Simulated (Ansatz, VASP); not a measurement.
# Two plane-wave programs on Yb

Contents of POSCAR:

```
Yb
1.0
    3.2478930394      0.0000000000      0.0000000000
    0.0000000000      3.2478930394      0.0000000000
    0.0000000000      0.0000000000      3.2478930394
Yb
1
Direct
    0.0000000000      0.0000000000      0.0000000000
```

INCAR.step1

```
SYSTEM = Yb
ALGO = Normal
EDIFF = 1E-4
ENCUT = 520
GGA = PE
ISMEAR = -1
LASPH = .True.
LCHARG = .False.
LREAL = .False.
LWAVE = .True.
NBANDS = 18
NELM = 60
PREC = Accurate
SIGMA = 0.1
```

File INCAR.step2:

```
SYSTEM = Yb
ALGO = Normal
EDIFF = 1E-6
ENCUT = 520
ISIF = 2
ISMEAR = -1
ISTART = 1
LASPH = .True.
LCHARG = .True.
LELF = .True.
LMIXTAU = .True.
LREAL = .False.
LVHAR = .True.
LWAVE = .False.
METAGGA = R2SCAN
NBANDS = 18
NELM = 60
PREC = Accurate
SIGMA = 0.1
```

Contents of KPOINTS:

```
k-points
0
Gamma
  11 11 11
  0 0 0
```

Input for Ansatz:

```yaml
crystal:
  lattice:
    - [3.2478930394, 0.0, 0.0]
    - [0.0, 3.2478930394, 0.0]
    - [0.0, 0.0, 3.2478930394]
  atoms:
    - { symbol: Yb, position: [0.0, 0.0, 0.0] }
hamiltonian:
  xc: r2scan
  pseudopotentials:
    kind: paw
    azcp:
      Yb: "pseudopotentials/Yb.paw.azcp"
basis:
  ecutwfc: 500
  fft_grid_basis: typed
kpoints:
  mp_grid: { grid: [11, 11, 11], shift: [0, 0, 0] }
magnetization:
  spin_polarized: false
scf:
  occupations: { method: fermi_dirac, width: 0.1 }
  lower_state_search: "off"
output:
  stress: true
  write_density: true
  write_potential: true
  elf: true
  volumetric_format: npy
```

Alike in both runs: task single point; functional r2SCAN; k mesh 11 × 11 × 11; occupations fermi-dirac, width 0.1 eV; no spin polarisation.

|  | VASP | Ansatz |
| --- | --- | --- |
| version | VASP 6.6.1 | Ansatz 0.2.0 |
| potentials or method | VASP PAW PBE potentials, release 64 (Yb), cutoff 520 eV | plane waves (500 eV) with PAW, scalar-relativistic |
| valence electrons in the cell | 24 | 24 |

|  | VASP | Ansatz | Ansatz less VASP |
| --- | --- | --- | --- |
| pressure (GPa) | 0.4 | 0.7 | +0.29 |

VASP's potentials were made for PBE, not for r2SCAN. The functional is the same, so the differences come from potentials, cutoffs and numerics.

Neither program's run includes spin-orbit coupling.
